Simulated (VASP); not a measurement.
## Si8O15 (a cell with a defect): single point with PBE

System: Si8O15 (a cell with a defect).

```
CELL_PARAMETERS angstrom
-4.22440 -4.22440 0.00000
4.22440 -4.22440 0.00000
0.00000 0.00000 5.37920
ATOMIC_POSITIONS crystal
Si 0.49847 0.49440 0.99078
Si 0.99847 0.49856 0.24973
Si 0.49848 0.49447 0.50865
Si 0.99848 0.49957 0.74973
Si 0.99848 0.00143 0.99893
Si 0.49848 0.00047 0.24973
Si 0.99848 0.00143 0.50052
Si 0.49849 0.99700 0.74974
O 0.19154 0.49872 0.99785
O 0.99847 0.19364 0.24973
O 0.80541 0.49875 0.99785
O 0.99848 0.80738 0.24973
O 0.19154 0.49874 0.50161
O 0.99848 0.19374 0.74973
O 0.80541 0.49874 0.50162
O 0.99849 0.80745 0.74973
O 0.69174 0.00628 0.99774
O 0.49847 0.69285 0.24971
O 0.30523 0.00630 0.99773
O 0.49848 0.30465 0.24975
O 0.69174 0.00626 0.50172
O 0.49846 0.70070 0.74973
O 0.30523 0.00630 0.50173
```

| Item | Value |
| --- | --- |
| Program | VASP 6.6.1 |
| Task | single point |
| Functional | PBE |
| Potentials or basis | VASP PAW PBE potentials, release 64 (Si, O) |
| Cutoff | 520 eV |
| k mesh | 2 × 2 × 2 |
| Occupations | gaussian, width 0.05 eV |
| Spin | no spin polarisation |

| Item | Value |
| --- | --- |
| Pressure | -0.1 GPa |
| Largest force | 0.027 eV/Å |
| Band gap on the k mesh | 2.83 eV |

Forces on the atoms (eV/Å):
```
Si  -0.003 -0.001 -0.026
Si   0.000  0.000  0.001
Si  -0.004  0.001  0.026
Si   0.000 -0.001  0.000
Si   0.002 -0.004  0.002
Si  -0.004  0.003  0.001
Si   0.002 -0.004 -0.003
Si  -0.005  0.010 -0.002
O   -0.018 -0.011 -0.001
O    0.014 -0.013  0.000
O    0.011  0.015  0.001
O   -0.012  0.017  0.000
O   -0.019 -0.011  0.001
O    0.019 -0.017  0.000
O    0.013  0.015 -0.001
O   -0.015  0.020  0.000
O   -0.015 -0.016  0.002
O    0.013 -0.009  0.001
O    0.016  0.016  0.000
O   -0.012  0.010 -0.001
O   -0.013 -0.016 -0.001
O    0.014 -0.017  0.000
O    0.016  0.015 -0.002
```

Stress tensor (GPa, compression positive):
```
 0.93  1.34  0.00
 1.34  0.93  0.00
 0.00  0.00 -2.15
```

Levels at points of the mesh, in eV from the valence-band top:
```tsv
k point	band 57	band 58	band 59	band 60	band 61	band 62	band 63	band 64	band 65	band 66
(0.00, 0.00, 0.00)	-2.92	-2.65	-2.42	-1.58	-1.10	3.62	4.27	4.28	5.23	5.40
(0.50, 0.00, 0.00)	-3.21	-2.87	-2.56	-2.38	-0.33	3.83	4.54	5.10	5.42	5.86
(0.00, 0.50, 0.00)	-2.91	-2.75	-2.38	-2.19	-0.76	3.04	4.29	5.05	5.83	5.95
(0.50, 0.50, 0.00)	-2.77	-2.64	-2.63	-2.40	-0.48	3.42	5.06	5.33	5.84	6.42
(0.00, 0.00, 0.50)	-2.91	-2.74	-2.37	-2.15	-0.27	2.83	3.92	5.85	5.93	6.19
(0.50, 0.00, 0.50)	-2.78	-2.58	-2.39	-2.20	-0.07	3.61	4.17	5.94	6.09	6.16
(0.00, 0.50, 0.50)	-2.61	-2.36	-2.33	-2.24	-0.38	2.87	3.73	6.01	6.32	6.81
(0.50, 0.50, 0.50)	-2.85	-2.82	-2.73	-2.62	0.00	3.56	3.81	6.68	7.05	7.06
```

Run time: 3.2 min on 1 thread of Intel(R) Xeon(R) Platinum 8488C (Sapphire Rapids), with other jobs on the host, peak memory 0.31 GiB.

Caveat: the k points lie up to 0.58 Å⁻¹ apart.
